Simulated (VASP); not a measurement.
Write the native input for VASP 6.6.1 that does the following.

| Quantity | Value |
| --- | --- |
| Task | relaxation of cell and atoms |
| Functional | PBEsol |
| Potentials or basis | VASP PAW PBE potentials, release 64 (Al, Ga_d, N) |
| Cutoff | 600 eV |
| k mesh | 6 × 6 × 6 |
| Occupations | gaussian, width 0.02 eV |
| Spin | no spin polarisation |
| Dipole correction | no |
| Further INCAR settings | ALGO = Normal; EDIFF = 1e-06; IBRION = 2; EDIFFG = -0.005; NSW = 100; ISIF = 3 |

The structure of Al3GaN4 lies in POSCAR:

```
Al3GaN4
1.0
    4.4014385300      0.0000000000      0.0000000000
    0.0000000000      4.4014385300      0.0000000000
    0.0000000000      0.0000000000      4.4014385300
Al Ga N
3 1 4
Direct
    0.5000000000      0.5000000000      0.0000000000
    0.5000000000      0.0000000000      0.5000000000
    0.0000000000      0.5000000000      0.5000000000
    0.0000000000      0.0000000000      0.0000000000
    0.7441634300      0.7441634300      0.2558365700
    0.7441634300      0.2558365700      0.7441634300
    0.2558365700      0.7441634300      0.7441634300
    0.2558365700      0.2558365700      0.2558365700
```

The input as run:

INCAR

```
PREC = Accurate
ENCUT = 600
EDIFF = 1E-6
ISMEAR = 0
SIGMA = 0.02
LREAL = F
LASPH = T
NELM = 80
ALGO = Normal
ISIF = 3
LWAVE = F
LCHARG = F
GGA = PS
IBRION = 2
NSW = 100
EDIFFG = -0.005
```

KPOINTS

```
Automatic mesh
0
Gamma
  6 6 6
```

Potentials or basis: VASP PAW PBE potentials, release 64 (Al, Ga_d, N).

The run is started by

```bash
$ cat potpaw_PBE.64/Al/POTCAR potpaw_PBE.64/Ga_d/POTCAR potpaw_PBE.64/N/POTCAR > POTCAR
$ mpirun -np 1 vasp_std > vasp.out
```

It gave:

```
Relaxed volume                         : 10.69 Å³/atom
Relaxed cell                           : a = 4.406 Å, b = 4.406 Å, c = 4.406 Å, α = 90.00°, β = 90.00°, γ = 90.00°
Space group after relaxing (to 0.05 Å) : P-43m (No. 215)
Energy gained by relaxing              : 0.2 meV/atom
Ionic steps                            : 6
Pressure after relaxing                : -0.1 GPa
Band gap on the k mesh                 : 3.32 eV, direct
```

Caveat: the PAW data sets were made with another functional, which shifts forces and pressure a little.

Wall time 2.2 min on 1 thread of Intel(R) Xeon(R) 6975P-C (Granite Rapids), on a shared host, peak memory 0.23 GiB.
